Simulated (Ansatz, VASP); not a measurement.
# Two plane-wave programs on C

Contents of POSCAR:

```
C
1.0
   -2.4560526930     -1.4180026834      3.3470108394
    2.4560526930     -1.4180026834      3.3470108394
    0.0000000000      2.8360053668      3.3470108394
C
8
Direct
    0.1640000000      0.1640000000      0.1640000000
    0.6640000000      0.6640000000      0.1640000000
    0.6640000000      0.1640000000      0.6640000000
    0.1640000000      0.6640000000      0.6640000000
    0.8360000000      0.8360000000      0.8360000000
    0.3360000000      0.3360000000      0.8360000000
    0.3360000000      0.8360000000      0.3360000000
    0.8360000000      0.3360000000      0.3360000000
```

File INCAR.step1:

```
SYSTEM = C
PREC = Accurate
ENCUT = 520
ISMEAR = 0
SIGMA = 0.05
LREAL = .FALSE.
LASPH = .TRUE.
NELM = 100
NBANDS = 26
GGA = PE
ALGO = Normal
EDIFF = 1E-4
LWAVE = .TRUE.
LCHARG = .FALSE.
```

INCAR.step2

```
SYSTEM = C
PREC = Accurate
ENCUT = 520
EDIFF = 1E-7
ISMEAR = 0
SIGMA = 0.05
LREAL = .FALSE.
LASPH = .TRUE.
NELM = 100
ALGO = Normal
ISIF = 2
LWAVE = .FALSE.
LCHARG = .FALSE.
METAGGA = R2SCAN
LMIXTAU = .TRUE.
NBANDS = 26
ISTART = 1
```

File KPOINTS:

```
regular mesh
0
G
  6 6 6
  0 0 0
```

Input for Ansatz:

```yaml
crystal:
  lattice:
    - [-2.456052693, -1.4180026834, 3.3470108394]
    - [2.456052693, -1.4180026834, 3.3470108394]
    - [0.0, 2.8360053668, 3.3470108394]
  atoms:
    - { symbol: C, position: [0.164, 0.164, 0.164] }
    - { symbol: C, position: [0.664, 0.664, 0.164] }
    - { symbol: C, position: [0.664, 0.164, 0.664] }
    - { symbol: C, position: [0.164, 0.664, 0.664] }
    - { symbol: C, position: [0.836, 0.836, 0.836] }
    - { symbol: C, position: [0.336, 0.336, 0.836] }
    - { symbol: C, position: [0.336, 0.836, 0.336] }
    - { symbol: C, position: [0.836, 0.336, 0.336] }
basis:
  ecutwfc: 500
kpoints:
  mp_grid: { grid: [6, 6, 6] }
hamiltonian:
  xc: r2scan
scf:
  occupations: { method: gaussian, width: 0.05 }
output:
  forces: true
  stress: true
  eigenvalues: true
  write_density: true
  write_potential: true
  elf: true
  volumetric_format: npy
```

Alike in both runs: task single point; functional r2SCAN; k mesh 6 × 6 × 6; occupations gaussian, width 0.05 eV; no spin polarisation.

|  | VASP | Ansatz |
| --- | --- | --- |
| version | VASP 6.6.1 | Ansatz 0.2.0 |
| potentials or method | VASP PAW PBE potentials, release 64 (C), cutoff 520 eV | scalar-relativistic, plane waves, PAW |
| valence electrons in the cell | 32 | 32 |

```tsv
	VASP	Ansatz	Ansatz less VASP
gap on the k mesh at the Fermi level (eV)	0.79	0.79	+0.001
least direct gap on the mesh (eV)	0.79	0.79	+0.001
pressure (GPa)	0.9	0.2	-0.69
traceless stress, the component that is largest in VASP (GPa)	-0.05	0.73	+0.788
rms of the force components (eV/Å)	0.518	0.523	+0.0054
```

VASP's potentials were made for PBE, not for r2SCAN. Atom by atom the forces differ by 0.005 eV/Å (rms over components).
